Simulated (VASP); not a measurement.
# Os (Pm-3m) in VASP: notebook

The runs below take Os through single point, with PBEsol.

Everything below comes from runs of VASP 6.6.1. Logs are shortened: lines on timing, memory, paths and dates and some standing lists are left out, and cuts for length are marked.

### 1 The cell of the first run

Symmetry: Pm-3m, No. 221, cubic system. The conventional cell has a = 2.531 Å, b = 2.531 Å, c = 2.531 Å, α = 90.00°, β = 90.00°, γ = 90.00°. Within 3.3 Å of Os (site symmetry m-3m) lie 6 Os at 2.53 Å.

### 2 Single point, PBEsol

INCAR reads:

```
PREC     = Accurate       # precision mode
ENCUT    = 520            # plane-wave cutoff, eV
EDIFF    = 1E-7           # SCF threshold, eV
ISMEAR   = -1             # smearing method
SIGMA    = 0.1            # smearing width, eV
LREAL    = F              # projectors in reciprocal space
LASPH    = T              # aspherical terms in the spheres
NELM     = 80             # most SCF steps
ALGO     = Normal         # electronic algorithm
ISIF     = 2              # what is computed and relaxed
LWAVE    = F              # write WAVECAR
LCHARG   = F              # write CHGCAR
GGA      = PS             # functional
NBANDS   = 10             # bands
```

KPOINTS reads:

```
regular mesh
0
Gamma
  13 13 13
```

POSCAR reads:

```
Os
1.0
    2.5307547991      0.0000000000      0.0000000000
    0.0000000000      2.5307547991      0.0000000000
    0.0000000000      0.0000000000      2.5307547991
Os
1
Direct
    0.0000000000      0.0000000000      0.0000000000
```

Potentials or basis: VASP PAW PBE potentials, release 64 (Os).

On the command line:

```sh
$ cat potpaw_PBE.64/Os/POTCAR > POTCAR
$ mpirun -np 1 vasp_std > vasp.out
```

OUTCAR:

```text
PREC = Accurate
   ENCUT = 520
   EDIFF = 1E-7
   ISMEAR = -1
   LREAL = F
   LASPH = T
   NELM = 80
   ISIF = 2
   GGA = PS

 ion  position               nearest neighbor table
   1  0.000  0.000  0.000-

  LATTYP: Found a simple cubic cell.
 ALAT       =     2.5307547991

  Lattice vectors:

 A1 = (   2.5307547991,   0.0000000000,   0.0000000000)
 A2 = (   0.0000000000,   2.5307547991,   0.0000000000)
 A3 = (   0.0000000000,   0.0000000000,   2.5307547991)

Analysis of symmetry for initial positions (statically):
=====================================================================
 Subroutine PRICEL returns:
 Original cell was already a primitive cell.

 Routine SETGRP: Setting up the symmetry group for a
 simple cubic supercell.

 Subroutine GETGRP returns: Found 48 space group operations
 (whereof 48 operations were pure point group operations)
 out of a pool of 48 trial point group operations.

The static configuration has the point symmetry O_h .

Analysis of symmetry for dynamics (positions and initial velocities):
=====================================================================
 Subroutine PRICEL returns:
 Original cell was already a primitive cell.

 Routine SETGRP: Setting up the symmetry group for a
 simple cubic supercell.

 Subroutine GETGRP returns: Found 48 space group operations
 (whereof 48 operations were pure point group operations)
 out of a pool of 48 trial point group operations.

The dynamic configuration has the point symmetry O_h .

 Subroutine INISYM returns: Found 48 space group operations
 (whereof 48 operations are pure point group operations),
 and found     1 'primitive' translations

----------------------------------------------------------------------------------------

                                     Primitive cell

  volume of cell :      16.2088

  direct lattice vectors                    reciprocal lattice vectors
     2.530754799  0.000000000  0.000000000     0.395139031  0.000000000  0.000000000
     0.000000000  2.530754799  0.000000000     0.000000000  0.395139031  0.000000000
     0.000000000  0.000000000  2.530754799     0.000000000  0.000000000  0.395139031

  length of vectors
     2.530754799  2.530754799  2.530754799     0.395139031  0.395139031  0.395139031

  position of ions in fractional coordinates (direct lattice)
     0.000000000  0.000000000  0.000000000

  ion indices of the primitive-cell ions
   primitive index   ion index
                 1           1
[... 71 lines left out ...]
   NELM   =     80;   NELMIN=  2; NELMDL= -5     # of ELM steps
   EDIFF  = 0.1E-06   stopping-criterion for ELM
   LREAL  =      F    real-space projection
   EDIFFG = 0.1E-05   stopping-criterion for IOM
   NSW    =      0    number of steps for IOM
   IBRION =     -1    ionic relax: 0-MD 1-quasi-New 2-CG
   NFREE  =      0    steps in history (QN), initial steepest desc. (CG)
   ISIF   =      2    stress and relaxation
   ISYM   =      2    0-nonsym 1-usesym 2-fastsym
   POTIM  = 0.5000    time-step for ionic-motion
   TEBEG  =    0.0;   TEEND  =   0.0 temperature during run
   PSTRESS=    0.0 pullay stress
   NELECT =       8.0000    total number of electrons
   NUPDOWN=      -1.0000    fix difference up-down
   EMIN   =  10.00;   EMAX   =-10.00  energy-range for DOS
   EFERMI =   0.00;   METHOD = LEGACY
   ISMEAR =    -1;   SIGMA  =   0.10  broadening in eV -4-tet -1-fermi 0-gaus
   EFERMI_NEDOS =   21; number of points for ismear=-14 and -15
   IALGO  =     38    algorithm
   IMIX   =      4    mixing-type and parameters
     AMIX     =   0.40;   BMIX     =  1.00
     AMIX_MAG =   1.60;   BMIX_MAG =  1.00
  volume/ion in A,a.u.               =      16.21       109.38
  Fermi-wavevector in a.u.,A,eV,Ry     =   1.293763  2.444858 22.773744  1.673823
  Thomas-Fermi vector in A             =   2.425388
   LORBIT       =      0    0 simple, 1 ext, 2 COOP (PROOUT), +10 PAW based schemes
   GGA     = PS    functional components
   LHFCALC =     F    Hartree Fock is set to
   AEXX    =    0.0000 exact exchange contribution
   IVDW    =     0    specifies the selected vdW correction
   LEPSILON=     F    determine dielectric tensor
   LRPA    =     F    only Hartree local field effects (RPA)
 non-spin polarized calculation
  energy-cutoff  :      520.00
  volume of cell :       16.21
 maximum number of plane-waves:       461
 NGX is ok and might be reduce to    20
   NGX =  9   NGY =  9   NGZ =  9

 number of electron       7.9999998 magnetization

 Free energy of the ion-electron system (eV)
  ---------------------------------------------------
  ext. energy  EPLUGINS =         0.00000000
  ---------------------------------------------------
  free energy    TOTEN  =       -10.64896099 eV

  energy without entropy =      -10.60518839  energy(sigma->0) =      -10.62707469

 E-fermi :   7.4248     XC(G=0): -13.1628

 val. band max:        7.4246703180   @ k =   0.3077   0.1538   0.0769
 cond. band min:       7.4560248834   @ k =   0.2308   0.2308   0.1538
 fundamental gap:      0.0313545655
 Fermi energy:         7.4247526063

 k-point     1 :       0.0000    0.0000    0.0000
  band No.  band energies     occupation
      1      -2.3334      2.00000
      2       1.2182      2.00000
      3       1.2182      2.00000
      4       9.8032      0.00000
      5       9.8032      0.00000
      6       9.8032      0.00000
      7      23.0972      0.00000
      8      23.0972      0.00000
      9      23.0972      0.00000
     10      29.2746      0.00000
[... 287 lines left out ...]
 k-point    24 :       0.3846    0.3077    0.0000
  band No.  band energies     occupation
      1       1.5729      2.00000
      2       2.2819      2.00000
      3       6.5151      1.99978
      4       7.1458      1.88418
      5       7.8409      0.03069
      6       8.6612      0.00001
      7      16.2425      0.00000
      8      21.0949      0.00000
      9      25.3665      0.00000
     10      29.6291      0.00000

 [... further k-points ...]
[... 5 lines left out ...]
  --------------------------------------------------------------------------------------
  -------------------------------------------------------------------------------------
  Total        0.0087245      0.0087245      0.0087245     -0.0000000      0.0000000      0.0000000
  in kB        0.8623819      0.8623819      0.8623819     -0.0000000      0.0000000      0.0000000
  external PRESSURE =       0.8623819 kB  Pullay stress =       0.0000000 kB

 VOLUME and BASIS-vectors are now :
 -----------------------------------------------------------------------------
  energy-cutoff  :      520.00
  volume of cell :       16.21
      direct lattice vectors                 reciprocal lattice vectors
     2.530754799  0.000000000  0.000000000     0.395139031  0.000000000  0.000000000
     0.000000000  2.530754799  0.000000000     0.000000000  0.395139031  0.000000000
     0.000000000  0.000000000  2.530754799     0.000000000  0.000000000  0.395139031

 POSITION                                       TOTAL-FORCE (eV/Angst)
 -----------------------------------------------------------------------------------
      0.00000      0.00000      0.00000         0.000000      0.000000      0.000000
 -----------------------------------------------------------------------------------
    total drift:                                0.000000      0.000000      0.000000

  FREE ENERGIE OF THE ION-ELECTRON SYSTEM (eV)
  ---------------------------------------------------
  free  energy   TOTEN  =       -10.6489609948 eV

  energy  without entropy=      -10.6051883883  energy(sigma->0) =      -10.62707469
```

stdout:

```text
POSCAR found type information on POSCAR Os
 POSCAR found :  1 types and       1 ions
 scaLAPACK will be used
 -----------------------------------------------------------------------------
|                                                                             |
|                                                                             |
|     You enforced a specific xc type in the INCAR file but a different       |
|     I HOPE YOU KNOW WHAT YOU ARE DOING!                                     |
|                                                                             |
 -----------------------------------------------------------------------------

 LDA part: xc-table for (Slater+PW92), standard interpolation
 POSCAR, INCAR and KPOINTS ok, starting setup
 FFT: planning ... GRIDC
 FFT: planning ... GRID_SOFT
 FFT: planning ... GRID
 WAVECAR not read
 entering main loop
```

Wall time 4.6 s (1 thread of Intel Xeon 6975P-C (Granite Rapids), shared host); peak memory 0.13 GiB.

Results:

```yaml
Free_energy: -10.6490 eV
Pressure: 0.1 GPa
Band_gap_on_the_k_mesh: zero (band 4 reaches 12.11 eV, above the bottom of band 5 at 6.43 eV)
```

Caveat: the PAW data sets were made with another functional, which shifts forces and pressure a little; spin-orbit coupling is left out, which moves the levels of the heavy elements.

### 3 Single point, PBEsol (volume scaled by 0.88)

INCAR reads:

```
SYSTEM = Os
PREC = Accurate
ENCUT = 520
EDIFF = 1E-7
ISMEAR = -1
SIGMA = 0.1
LREAL = .False.
LASPH = .True.
NELM = 60
ALGO = Normal
ISIF = 2
LWAVE = .False.
LCHARG = .True.
GGA = PS
LELF = .True.
LVHAR = .True.
NBANDS = 10
```

KPOINTS reads:

```
regular mesh
0
Gamma
  14 14 14
  0 0 0
```

POSCAR reads:

```
Os
1.0
    2.4251817595      0.0000000000      0.0000000000
    0.0000000000      2.4251817595      0.0000000000
    0.0000000000      0.0000000000      2.4251817595
Os
1
Direct
    0.0000000000      0.0000000000      0.0000000000
```

Potentials or basis: VASP PAW PBE potentials, release 64 (Os).

On the command line:

```sh
$ cat potpaw_PBE.64/Os/POTCAR > POTCAR
$ mpirun -np 1 vasp_std > vasp.out
```

OUTCAR:

```text
SYSTEM = Os
   PREC = Accurate
   ENCUT = 520
   EDIFF = 1E-7
   ISMEAR = -1
   LREAL = .False.
   LASPH = .True.
   NELM = 60
   ISIF = 2
   GGA = PS

 ion  position               nearest neighbor table
   1  0.000  0.000  0.000-

  LATTYP: Found a simple cubic cell.
 ALAT       =     2.4251817595

  Lattice vectors:

 A1 = (   2.4251817595,   0.0000000000,   0.0000000000)
 A2 = (   0.0000000000,   2.4251817595,   0.0000000000)
 A3 = (   0.0000000000,   0.0000000000,   2.4251817595)

Analysis of symmetry for initial positions (statically):
=====================================================================
 Subroutine PRICEL returns:
 Original cell was already a primitive cell.

 Routine SETGRP: Setting up the symmetry group for a
 simple cubic supercell.

 Subroutine GETGRP returns: Found 48 space group operations
 (whereof 48 operations were pure point group operations)
 out of a pool of 48 trial point group operations.

The static configuration has the point symmetry O_h .

Analysis of symmetry for dynamics (positions and initial velocities):
=====================================================================
 Subroutine PRICEL returns:
 Original cell was already a primitive cell.

 Routine SETGRP: Setting up the symmetry group for a
 simple cubic supercell.

 Subroutine GETGRP returns: Found 48 space group operations
 (whereof 48 operations were pure point group operations)
 out of a pool of 48 trial point group operations.

The dynamic configuration has the point symmetry O_h .

 Subroutine INISYM returns: Found 48 space group operations
 (whereof 48 operations are pure point group operations),
 and found     1 'primitive' translations

----------------------------------------------------------------------------------------

                                     Primitive cell

[... 104 lines left out ...]
   EFERMI_NEDOS =   21; number of points for ismear=-14 and -15
   IALGO  =     38    algorithm
   IMIX   =      4    mixing-type and parameters
     AMIX     =   0.40;   BMIX     =  1.00
     AMIX_MAG =   1.60;   BMIX_MAG =  1.00
  volume/ion in A,a.u.               =      14.26        96.26
  Fermi-wavevector in a.u.,A,eV,Ry     =   1.350083  2.551287 24.799674  1.822725
  Thomas-Fermi vector in A             =   2.477617
   LORBIT       =      0    0 simple, 1 ext, 2 COOP (PROOUT), +10 PAW based schemes
   GGA     = PS    functional components
   LHFCALC =     F    Hartree Fock is set to
   AEXX    =    0.0000 exact exchange contribution
   IVDW    =     0    specifies the selected vdW correction
   LEPSILON=     F    determine dielectric tensor
   LRPA    =     F    only Hartree local field effects (RPA)
 non-spin polarized calculation
  energy-cutoff  :      520.00
  volume of cell :       14.26
 maximum number of plane-waves:       402
   NGX =  9   NGY =  9   NGZ =  9

 number of electron       7.9999998 magnetization

 Free energy of the ion-electron system (eV)
  ---------------------------------------------------
  ext. energy  EPLUGINS =         0.00000000
  ---------------------------------------------------
  free energy    TOTEN  =       -10.35290880 eV

  energy without entropy =      -10.30851574  energy(sigma->0) =      -10.33071227

 E-fermi :   9.2716     XC(G=0): -13.8728

 val. band max:        9.2488878018   @ k =   0.2857   0.0714   0.0714
 cond. band min:       9.2907274658   @ k =   0.4286   0.4286   0.2857
 fundamental gap:      0.0418396639
 Fermi energy:         9.2715822207

 k-point     1 :       0.0000    0.0000    0.0000
  band No.  band energies     occupation
      1      -1.6015      2.00000
      2       1.9114      2.00000
      3       1.9114      2.00000
      4      12.2156      0.00000
      5      12.2156      0.00000
      6      12.2156      0.00000
      7      25.9215      0.00000
      8      25.9215      0.00000
      9      25.9215      0.00000
     10      32.7859      0.00000
[... 287 lines left out ...]
 k-point    24 :       0.3571    0.2143    0.0000
  band No.  band energies     occupation
      1       2.2874      2.00000
      2       3.8042      2.00000
      3       5.8179      2.00000
      4       8.8916      1.95623
      5       9.4707      0.24031
      6      10.8035      0.00000
      7      19.4151      0.00000
      8      25.4724      0.00000
      9      28.5339      0.00000
     10      34.5007      0.00000

 [... further k-points ...]
[... 5 lines left out ...]
  --------------------------------------------------------------------------------------
  -------------------------------------------------------------------------------------
  Total        4.6871892      4.6871892      4.6871892      0.0000000      0.0000000     -0.0000000
  in kB      526.4900714    526.4900714    526.4900714      0.0000000      0.0000000     -0.0000000
  external PRESSURE =     526.4900714 kB  Pullay stress =       0.0000000 kB

 VOLUME and BASIS-vectors are now :
 -----------------------------------------------------------------------------
  energy-cutoff  :      520.00
  volume of cell :       14.26
      direct lattice vectors                 reciprocal lattice vectors
     2.425181760  0.000000000  0.000000000     0.412340228  0.000000000  0.000000000
     0.000000000  2.425181760  0.000000000     0.000000000  0.412340228  0.000000000
     0.000000000  0.000000000  2.425181760     0.000000000  0.000000000  0.412340228

 POSITION                                       TOTAL-FORCE (eV/Angst)
 -----------------------------------------------------------------------------------
      0.00000      0.00000      0.00000         0.000000      0.000000      0.000000
 -----------------------------------------------------------------------------------
    total drift:                               -0.000000      0.000000      0.000000

  FREE ENERGIE OF THE ION-ELECTRON SYSTEM (eV)
  ---------------------------------------------------
  free  energy   TOTEN  =       -10.3529088029 eV

  energy  without entropy=      -10.3085157430  energy(sigma->0) =      -10.33071227
```

OSZICAR:

```text
N       E                     dE             d eps       ncg     rms          rms(c)
DAV:   1     0.370031600785E+02    0.37003E+02   -0.42800E+03  2464   0.747E+02
DAV:   2    -0.968417287937E+01   -0.46687E+02   -0.44133E+02  2490   0.198E+02
DAV:   3    -0.107748165166E+02   -0.10906E+01   -0.10860E+01  2748   0.285E+01
DAV:   4    -0.107778398016E+02   -0.30233E-02   -0.30230E-02  2718   0.177E+00
DAV:   5    -0.107778516435E+02   -0.11842E-04   -0.11842E-04  2724   0.963E-02    0.179E+01
DAV:   6    -0.104622173563E+02    0.31563E+00   -0.31999E-01  3286   0.392E+00    0.940E+00
DAV:   7    -0.103566564956E+02    0.10556E+00   -0.24573E-01  3204   0.329E+00    0.999E-01
DAV:   8    -0.103530661853E+02    0.35903E-02   -0.79942E-03  2628   0.893E-01    0.468E-02
DAV:   9    -0.103529221099E+02    0.14408E-03   -0.14913E-04  2658   0.130E-01    0.170E-02
DAV:  10    -0.103529088325E+02    0.13277E-04   -0.56090E-06  2716   0.346E-02    0.391E-03
DAV:  11    -0.103529087309E+02    0.10157E-06   -0.15869E-07  2008   0.283E-03    0.602E-04
DAV:  12    -0.103529088029E+02   -0.71967E-07   -0.63312E-09  1470   0.835E-04
   1 F= -.10352909E+02 E0= -.10330712E+02  d E =-.443931E-01
```

It took 5.2 s on 1 thread of Intel Xeon 6975P-C (Granite Rapids), shared host; peak memory 0.13 GiB.

What came out:

| Quantity | Value |
| --- | --- |
| Free energy | -10.3529 eV |
| Pressure | 52.6 GPa |
| Band gap on the k mesh | zero (band 4 reaches 15.60 eV, above the bottom of band 5 at 7.98 eV) |

Caveat: the PAW data sets were made with another functional, which shifts forces and pressure a little; spin-orbit coupling is left out, which moves the levels of the heavy elements.
